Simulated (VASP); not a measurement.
Here is a VASP 6.6.1 calculation.

File INCAR:

```
ALGO = Normal
EDIFF = 1E-6
ENCUT = 520
GGA = PE
ISIF = 2
ISMEAR = -1
LASPH = True
LCHARG = False
LREAL = False
LWAVE = False
NBANDS = 18
NELM = 100
PREC = Accurate
SIGMA = 0.05
```

Contents of KPOINTS:

```
k-points
0
Gamma
  10 10 6
```

POSCAR

```
LiCl
1.0
    3.9260767245      0.0000000000      0.0000000000
   -1.9630383622      3.4000821806      0.0000000000
    0.0000000000      0.0000000000      6.2869192864
Li Cl
2 2
Direct
    0.3333333333      0.6666666667     -0.0024205214
    0.6666666667      0.3333333333      0.4975794786
    0.3333333333      0.6666666667      0.3784205214
    0.6666666667      0.3333333333      0.8784205214
```

Potentials or basis: VASP PAW PBE potentials, release 64 (Li_sv, Cl).

The run is started by

```sh
$ cat potpaw_PBE.64/Li_sv/POTCAR potpaw_PBE.64/Cl/POTCAR > POTCAR
$ mpirun -np 1 vasp_std > vasp.out
```

(1) Predict the band gap on the k mesh.

Results:

(1) 5.94 eV, direct.
